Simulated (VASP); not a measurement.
# Re (Pm-3m) in VASP: notebook

The runs below take Re through single point, with PBE.

All numbers are computed with VASP 6.6.1; they aren't measurements. Logs are shortened: lines on timing, memory, paths and dates and some standing lists are left out, and cuts for length are marked.

## 1. The cell of the first run

The structure is cubic, space group Pm-3m (No. 221). Conventional cell: a = 2.536 Å, b = 2.536 Å, c = 2.536 Å, α = 90.00°, β = 90.00°, γ = 90.00°. Within 3.3 Å of Re (site symmetry m-3m) lie 6 Re at 2.54 Å.

## 2. Single point, PBE

File INCAR:

```
ALGO = Normal
EDIFF = 1E-7
ENCUT = 520
GGA = PE
ISIF = 2
ISMEAR = -1
LASPH = True
LCHARG = False
LREAL = False
LWAVE = False
NBANDS = 10
NELM = 80
PREC = Accurate
SIGMA = 0.1
```

File KPOINTS:

```
k-points
0
Gamma
  8 8 8
```

File POSCAR:

```
Re
1.0
    2.5357084777      0.0000000000      0.0000000000
    0.0000000000      2.5357084777      0.0000000000
    0.0000000000      0.0000000000      2.5357084777
Re
1
Direct
    0.0000000000      0.0000000000      0.0000000000
```

Potentials or basis: VASP PAW PBE potentials, release 64 (Re).

Run with:

```sh
$ cat potpaw_PBE.64/Re/POTCAR > POTCAR
$ mpirun -np 1 vasp_std > vasp.out
```

OUTCAR:

```text
EDIFF = 1E-7
   ENCUT = 520
   GGA = PE
   ISIF = 2
   ISMEAR = -1
   LASPH = True
   LREAL = False
   NELM = 80
   PREC = Accurate

 ion  position               nearest neighbor table
   1  0.000  0.000  0.000-

  LATTYP: Found a simple cubic cell.
 ALAT       =     2.5357084777

  Lattice vectors:

 A1 = (   2.5357084777,   0.0000000000,   0.0000000000)
 A2 = (   0.0000000000,   2.5357084777,   0.0000000000)
 A3 = (   0.0000000000,   0.0000000000,   2.5357084777)

Analysis of symmetry for initial positions (statically):
=====================================================================
 Subroutine PRICEL returns:
 Original cell was already a primitive cell.

 Routine SETGRP: Setting up the symmetry group for a
 simple cubic supercell.

 Subroutine GETGRP returns: Found 48 space group operations
 (whereof 48 operations were pure point group operations)
 out of a pool of 48 trial point group operations.

The static configuration has the point symmetry O_h .

Analysis of symmetry for dynamics (positions and initial velocities):
=====================================================================
 Subroutine PRICEL returns:
 Original cell was already a primitive cell.

 Routine SETGRP: Setting up the symmetry group for a
 simple cubic supercell.

 Subroutine GETGRP returns: Found 48 space group operations
 (whereof 48 operations were pure point group operations)
 out of a pool of 48 trial point group operations.

The dynamic configuration has the point symmetry O_h .

 Subroutine INISYM returns: Found 48 space group operations
 (whereof 48 operations are pure point group operations),
 and found     1 'primitive' translations

----------------------------------------------------------------------------------------

                                     Primitive cell

  volume of cell :      16.3041

  direct lattice vectors                    reciprocal lattice vectors
     2.535708478  0.000000000  0.000000000     0.394367100  0.000000000  0.000000000
     0.000000000  2.535708478  0.000000000     0.000000000  0.394367100  0.000000000
     0.000000000  0.000000000  2.535708478     0.000000000  0.000000000  0.394367100

  length of vectors
     2.535708478  2.535708478  2.535708478     0.394367100  0.394367100  0.394367100

  position of ions in fractional coordinates (direct lattice)
     0.000000000  0.000000000  0.000000000

  ion indices of the primitive-cell ions
   primitive index   ion index
                 1           1

----------------------------------------------------------------------------------------

 KPOINTS: k-points

Automatic generation of k-mesh.
 Grid dimensions read from file:
 generate k-points for:    8    8    8

 Generating k-lattice:

  Cartesian coordinates                     Fractional coordinates (reciprocal lattice)
     0.049295888  0.000000000  0.000000000     0.125000000  0.000000000  0.000000000
     0.000000000  0.049295888  0.000000000     0.000000000  0.125000000  0.000000000
     0.000000000  0.000000000  0.049295888     0.000000000  0.000000000  0.125000000

  Length of vectors
     0.049295888  0.049295888  0.049295888

  Shift w.r.t. Gamma in fractional coordinates (k-lattice)
     0.000000000  0.000000000  0.000000000

 Subroutine IBZKPT returns following result:
 ===========================================

 Found     35 irreducible k-points:

 Following reciprocal coordinates:
            Coordinates               Weight
  0.000000  0.000000  0.000000      1.000000
  0.125000  0.000000  0.000000      6.000000
  0.250000  0.000000  0.000000      6.000000
  0.375000  0.000000  0.000000      6.000000
  0.500000  0.000000  0.000000      3.000000
  0.125000  0.125000  0.000000     12.000000
[... 16 lines left out ...]
  0.375000  0.375000  0.125000     24.000000
  0.500000  0.375000  0.125000     24.000000
 [... further k-points ...]
   k-points           NKPTS =     35   k-points in BZ     NKDIM =     35   number of bands    NBANDS=     10
   number of dos      NEDOS =    301   number of ions     NIONS =      1
   total plane-waves  NPLWV =   8000
   dimension x,y,z NGX =    20 NGY =   20 NGZ =   20
   dimension x,y,z NGXF=    40 NGYF=   40 NGZF=   40
   ions per type =               1
   NGX,Y,Z   is equivalent  to a cutoff of  13.11, 13.11, 13.11 a.u.
   NGXF,Y,Z  is equivalent  to a cutoff of  26.22, 26.22, 26.22 a.u.
 SYSTEM =  unknown system
   PREC   = accura    normal or accurate (medium, high low for compatibility)
   ISTART =      0    job   : 0-new  1-cont  2-samecut
   ICHARG =      2    charge: 1-file 2-atom 10-const
   ISPIN  =      1    spin polarized calculation?
   LNONCOLLINEAR =      F non collinear calculations
   LSORBIT =      F    spin-orbit coupling
   LASPH  =      T    aspherical Exc in radial PAW
   ENCUT  =  520.0 eV  38.22 Ry    6.18 a.u.   4.71  4.71  4.71*2*pi/ulx,y,z
   NELM   =     80;   NELMIN=  2; NELMDL= -5     # of ELM steps
   EDIFF  = 0.1E-06   stopping-criterion for ELM
   LREAL  =      F    real-space projection
   EDIFFG = 0.1E-05   stopping-criterion for IOM
   NSW    =      0    number of steps for IOM
   IBRION =     -1    ionic relax: 0-MD 1-quasi-New 2-CG
   NFREE  =      0    steps in history (QN), initial steepest desc. (CG)
   ISIF   =      2    stress and relaxation
   ISYM   =      2    0-nonsym 1-usesym 2-fastsym
   POTIM  = 0.5000    time-step for ionic-motion
   TEBEG  =    0.0;   TEEND  =   0.0 temperature during run
   PSTRESS=    0.0 pullay stress
   NELECT =       7.0000    total number of electrons
   NUPDOWN=      -1.0000    fix difference up-down
   EMIN   =  10.00;   EMAX   =-10.00  energy-range for DOS
   EFERMI =   0.00;   METHOD = LEGACY
   ISMEAR =    -1;   SIGMA  =   0.10  broadening in eV -4-tet -1-fermi 0-gaus
   EFERMI_NEDOS =   21; number of points for ismear=-14 and -15
   IALGO  =     38    algorithm
   IMIX   =      4    mixing-type and parameters
     AMIX     =   0.40;   BMIX     =  1.00
     AMIX_MAG =   1.60;   BMIX_MAG =  1.00
  volume/ion in A,a.u.               =      16.30       110.03
  Fermi-wavevector in a.u.,A,eV,Ry     =   1.235022  2.333854 20.752701  1.525280
  Thomas-Fermi vector in A             =   2.369689
   LORBIT       =      0    0 simple, 1 ext, 2 COOP (PROOUT), +10 PAW based schemes
   GGA     = PE    functional components
   LHFCALC =     F    Hartree Fock is set to
   AEXX    =    0.0000 exact exchange contribution
   IVDW    =     0    specifies the selected vdW correction
   LEPSILON=     F    determine dielectric tensor
   LRPA    =     F    only Hartree local field effects (RPA)
 non-spin polarized calculation
  energy-cutoff  :      520.00
  volume of cell :       16.30
 maximum number of plane-waves:       461
 NGX is ok and might be reduce to    20
   NGX =  9   NGY =  9   NGZ =  9

 number of electron       6.9999998 magnetization

 Free energy of the ion-electron system (eV)
  ---------------------------------------------------
  ext. energy  EPLUGINS =         0.00000000
  ---------------------------------------------------
  free energy    TOTEN  =       -11.09584119 eV

  energy without entropy =      -11.06666661  energy(sigma->0) =      -11.08125390

 E-fermi :   7.0931     XC(G=0): -13.0098

 val. band max:        7.0843606632   @ k =   0.5000   0.0000   0.0000
 cond. band min:       7.1303148975   @ k =   0.5000   0.5000   0.2500
 fundamental gap:      0.0459542343
 Fermi energy:         7.0930767714

 k-point     1 :       0.0000    0.0000    0.0000
  band No.  band energies     occupation
      1      -2.3053      2.00000
      2       1.5527      2.00000
      3       1.5527      2.00000
      4      10.9712      0.00000
      5      10.9712      0.00000
      6      10.9712      0.00000
      7      22.9553      0.00000
      8      22.9553      0.00000
      9      22.9553      0.00000
     10      29.1661      0.00000

 k-point     2 :       0.1250    0.0000    0.0000
  band No.  band energies     occupation
      1      -1.7888      2.00000
      2       1.6841      2.00000
      3       2.1444      2.00000
      4      10.2061      0.00000
      5      10.2061      0.00000
      6      11.0296      0.00000
      7      20.5668      0.00000
      8      24.0314      0.00000
      9      24.0314      0.00000
     10      29.0301      0.00000

 k-point     3 :       0.2500    0.0000    0.0000
  band No.  band energies     occupation
      1      -0.6005      2.00000
      2       2.0181      2.00000
      3       3.8130      2.00000
      4       8.7170      0.00000
      5       8.7170      0.00000
      6      11.1731      0.00000
      7      17.4277      0.00000
      8      25.5686      0.00000
      9      26.3506      0.00000
     10      26.3506      0.00000

 k-point     4 :       0.3750    0.0000    0.0000
  band No.  band energies     occupation
      1       0.6249      2.00000
      2       2.3799      2.00000
      3       5.5878      2.00000
      4       7.5229      0.02683
      5       7.5229      0.02682
      6      11.3204      0.00000
      7      15.9482      0.00000
      8      23.2532      0.00000
      9      28.6800      0.00000
     10      29.2435      0.00000
[... 222 lines left out ...]
 k-point    22 :       0.5000    0.2500    0.1250
  band No.  band energies     occupation
      1       2.4117      2.00000
      2       3.3926      2.00000
      3       5.6527      2.00000
      4       5.8469      1.99999
      5       8.7116      0.00000
      6      12.0226      0.00000
      7      16.1887      0.00000
      8      23.9559      0.00000
      9      25.3882      0.00000
     10      26.1452      0.00000

 k-point    23 :       0.3750    0.3750    0.1250
  band No.  band energies     occupation
      1       1.5058      2.00000
      2       3.6971      2.00000
      3       6.5252      1.99319
      4       6.5654      1.98984
      5       9.6577      0.00000
      6      10.7961      0.00000
      7      17.6742      0.00000
      8      21.1121      0.00000
      9      24.6977      0.00000
     10      28.2546      0.00000

 k-point    24 :       0.5000    0.3750    0.1250
  band No.  band energies     occupation
      1       1.1246      2.00000
      2       3.9571      2.00000
      3       6.1358      1.99986
      4       6.6834      1.96728
      5      10.2560      0.00000
      6      13.3155      0.00000
      7      15.7523      0.00000
      8      21.9090      0.00000
      9      22.9142      0.00000
     10      28.1859      0.00000

 [... further k-points ...]
[... 5 lines left out ...]
  --------------------------------------------------------------------------------------
  -------------------------------------------------------------------------------------
  Total        1.4124204      1.4124204      1.4124204      0.0000000     -0.0000000      0.0000000
  in kB      138.7958844    138.7958844    138.7958844      0.0000000     -0.0000000      0.0000000
  external PRESSURE =     138.7958844 kB  Pullay stress =       0.0000000 kB

 VOLUME and BASIS-vectors are now :
 -----------------------------------------------------------------------------
  energy-cutoff  :      520.00
  volume of cell :       16.30
      direct lattice vectors                 reciprocal lattice vectors
     2.535708478  0.000000000  0.000000000     0.394367100  0.000000000  0.000000000
     0.000000000  2.535708478  0.000000000     0.000000000  0.394367100  0.000000000
     0.000000000  0.000000000  2.535708478     0.000000000  0.000000000  0.394367100

 POSITION                                       TOTAL-FORCE (eV/Angst)
 -----------------------------------------------------------------------------------
      0.00000      0.00000      0.00000         0.000000      0.000000      0.000000
 -----------------------------------------------------------------------------------
    total drift:                               -0.000000      0.000000      0.000000

  FREE ENERGIE OF THE ION-ELECTRON SYSTEM (eV)
  ---------------------------------------------------
  free  energy   TOTEN  =       -11.0958411932 eV

  energy  without entropy=      -11.0666666052  energy(sigma->0) =      -11.08125390
```

Wall time 5.5 s (1 thread of Intel Xeon Platinum 8488C (Sapphire Rapids), shared host); peak memory 0.12 GiB.

Results:

```
Free energy : -11.0958 eV
Pressure    : 13.9 GPa
```

Levels at points of the mesh, in eV from the Fermi level:
```
           k point  band 1  band 2  band 3  band 4  band 5  band 6  band 7
(0.00, 0.00, 0.00)   -9.40   -5.54   -5.54    3.88    3.88    3.88   15.86
(0.50, 0.00, 0.00)   -5.89   -4.55   -0.95   -0.01   -0.01    4.29    9.00
(0.50, 0.50, 0.00)   -6.64   -3.89    0.77    0.77    4.99    4.99    6.68
(0.50, 0.50, 0.50)   -4.97   -4.97   -4.97    6.97    6.97    7.93   12.29
```

Caveat: spin-orbit coupling is left out, which moves the levels of the heavy elements.

[end of part 1 of 2]
